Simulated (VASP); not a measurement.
A run of VASP 6.6.1 is set up as follows.

File INCAR:

```
PREC = Accurate
ENCUT = 600
EDIFF = 1E-6
ISMEAR = 0
SIGMA = 0.1
LREAL = False
LASPH = True
NELM = 100
ALGO = Normal
ISIF = 3
LWAVE = False
LCHARG = False
GGA = PE
IBRION = 2
NSW = 90
EDIFFG = -0.04
```

The input KPOINTS:

```
Automatic mesh
0
Gamma
  6 6 4
```

Contents of POSCAR:

```
Li2ZnO2
1.0
    2.8905494044      0.0000000000      0.0000000000
    0.0000000000      2.8905494044      0.0000000000
    0.0000000000      0.0000000000      7.4307474016
Li Zn O
2 1 2
Direct
    0.5000000000      0.5000000000      0.2656077520
    0.5000000000      0.5000000000      0.7343922480
    0.0000000000      0.0000000000      0.0000000000
    0.0000000000      0.0000000000      0.5000000000
    0.5000000000      0.5000000000      0.5000000000
```

Potentials or basis: VASP PAW PBE potentials, release 64 (Li_sv, Zn, O).

Command:

```sh
$ cat potpaw_PBE.64/Li_sv/POTCAR potpaw_PBE.64/Zn/POTCAR potpaw_PBE.64/O/POTCAR > POTCAR
$ mpirun -np 1 vasp_std > vasp.out
```

**Question.** Predict the space group after relaxing (to 0.1 Å).

**Answer.** P4/mmm (No. 123).

**Question.** Predict the relaxed volume.

**Answer.** 12.99 Å³/atom.

Forces on the atoms (eV/Å):
```
Li   0.000  0.000 -0.022
Li   0.000  0.000  0.022
Zn   0.000  0.000  0.000
O    0.000  0.000  0.000
O    0.000  0.000  0.000
```

Caveat: the k points lie up to 0.37 Å⁻¹ apart in the final cell, too coarse for converged energies and pressures of a metal; the cutoff is under 1.25 times the usual one of these potentials, so pressure, stress and relaxed cells hold a basis-set (Pulay) error.
